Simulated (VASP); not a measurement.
Set up this calculation in VASP 6.6.1, as the native input.

```yaml
Task: relaxation of cell and atoms
Functional: PBE
Potentials_or_basis: VASP PAW PBE potentials, release 64 (Na_sv, Al, O)
Cutoff: 1130 eV
k_mesh: 6 × 6 × 6
Occupations: gaussian, width 0.1 eV
Spin: no spin polarisation
Dipole_correction: no
Further_INCAR_settings: ALGO = Normal; EDIFF = 1e-07; IBRION = 2; EDIFFG = -0.04; NSW = 90; ISIF = 3
```

The structure of Na2Al2O lies in POSCAR:

```
Na2Al2O
1.0
   -1.8957647300      1.8957647300      4.5754706100
    1.8957647300     -1.8957647300      4.5754706100
    1.8957647300      1.8957647300     -4.5754706100
Na Al O
2 2 1
Direct
    0.6250064400      0.6250064400      0.0000000000
    0.3749935600      0.3749935600      0.0000000000
    0.2500000000      0.7500000000      0.5000000000
    0.7500000000      0.2500000000      0.5000000000
    0.0000000000      0.0000000000      0.0000000000
```

The cell was generated, and may not be a known phase.

These files were run (other wordings do the same):

INCAR

```
ALGO = Normal ; EDIFF = 1E-7
EDIFFG = -0.04 ; ENCUT = 1130
GGA = PE ; GGA_COMPAT = False
IBRION = 2 ; ISIF = 3
ISMEAR = 0 ; LASPH = True
LCHARG = False ; LREAL = False
LWAVE = False ; NELM = 120
NELMIN = 4 ; NSW = 90
PREC = Accurate ; SIGMA = 0.1
```

KPOINTS

```
k-points
0
Gamma
  6 6 6
```

Potentials or basis: VASP PAW PBE potentials, release 64 (Na_sv, Al, O).

Command:

```sh
$ cat potpaw_PBE.64/Na_sv/POTCAR potpaw_PBE.64/Al/POTCAR potpaw_PBE.64/O/POTCAR > POTCAR
$ mpirun -np 1 vasp_std > vasp.out
```

It gave:

The relaxed volume is 18.18 Å³/atom and the relaxed cell is a = 7.415 Å, b = 7.415 Å, c = 7.415 Å, α = 151.80°, β = 151.80°, γ = 40.31°. The space group after relaxing (to 0.1 Å) is I4/mmm (No. 139) and the energy gained by relaxing is 1666.5 meV/atom. The ionic steps are 15. The pressure after relaxing is -0.1 GPa and the largest force after relaxing is 0.036 eV/Å. The band gap on the k mesh is zero (bands 15 and 16 overlap by 1.75 eV).

Caveat: the volume moved by over 15 % at a fixed basis, so the end points are rough.

It took 37 min on 1 thread of Intel(R) Xeon(R) Platinum 8259CL CPU @ 2.50GHz (Skylake/Cascade Lake), on a shared host, peak memory 0.62 GiB.
